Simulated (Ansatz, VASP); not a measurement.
# CoO: VASP beside Ansatz

Contents of INCAR:

```
SYSTEM = CoO
ALGO = Normal
EDIFF = 1E-6
EDIFFG = -0.01
ENCUT = 600
IBRION = 2
ISIF = 3
ISMEAR = -1
ISPIN = 2
LASPH = .True.
LCHARG = .False.
LMAXMIX = 4
LORBIT = 11
LREAL = .False.
LWAVE = .False.
MAGMOM = 2 0
NELM = 150
NSW = 60
PREC = Accurate
SIGMA = 0.05
```

KPOINTS

```
k-points
0
Gamma
  10 10 10
  0 0 0
```

POSCAR

```
CoO
1.0
    1.6022198417      0.9250420569      2.5664708903
   -1.6022198417      0.9250420569      2.5664708903
    0.0000000000     -1.8500841138      2.5664708903
Co O
1 1
Direct
    0.9989783200      0.9989783200      0.9989783200
    0.7510210300      0.7510210300      0.7510210300
```

input.yaml

```yaml
crystal:
  lattice:
    - [1.6022198417, 0.9250420569, 2.5664708903]
    - [-1.6022198417, 0.9250420569, 2.5664708903]
    - [0.0, -1.8500841138, 2.5664708903]
  atoms:
    - { symbol: Co, position: [0.99897832, 0.99897832, 0.99897832], spin: 2.0 }
    - { symbol: O, position: [0.75102103, 0.75102103, 0.75102103] }
hamiltonian:
  xc: lda
  pseudopotentials: { kind: paw }
magnetization:
  spin_polarized: true
kpoints:
  mp_grid: { grid: [10, 10, 10] }
scf:
  occupations: { method: fermi_dirac, width: 0.05 }
output:
  forces: true
  stress: true
  eigenvalues: true
relax:
  f_tol: 0.01
  max_steps: 40
  cell: { stress_tol: 0.05 }
```

Alike in both runs: task relaxation of cell and atoms; functional LDA; k mesh 10 × 10 × 10; occupations fermi-dirac, width 0.05 eV; collinear spin.

|  | VASP | Ansatz |
| --- | --- | --- |
| version | VASP 6.6.1 | Ansatz 0.2.0 |
| potentials or method | VASP PAW LDA potentials, release 64 (Co, O) | Ansatz PAW |
| plane-wave cutoff (eV) | 600 | 420 |
| valence electrons in the cell | 15 | 23 |

Ansatz gave:

- gap on the k mesh at the Fermi level, each at its own relaxed structure (eV): none
- net moment per atom (μB): 0.81
- size of the moment on the site where the two differ most (μB): 1.32
- relaxed volume (Å³/atom): 9.83
- relaxed cell length with the largest relative difference (Å): 3.030

What did VASP give for the same quantities?

gap on the k mesh at the Fermi level, each at its own relaxed structure (eV): none; net moment per atom (μB): 0.79; size of the moment on the site where the two differ most (μB): 1.38; relaxed volume (Å³/atom): 9.83; relaxed cell length with the largest relative difference (Å): 3.026.

LDA's correlation is that of Perdew and Zunger in VASP and of Perdew and Wang (1992) in Ansatz. Site moments also hang on the region over which each program counts them. A gap of «none» marks a metal or a gap that the smearing closes. VASP's potentials hold 15 valence electrons a cell and Ansatz's 23, so a difference there can come from the potentials and not from the codes.

Noted on Ansatz's run: Pulay correction over one GPa; the plane-wave basis is chosen anew once the cell has moved, so the energies of steps on either side of that aren't comparable.
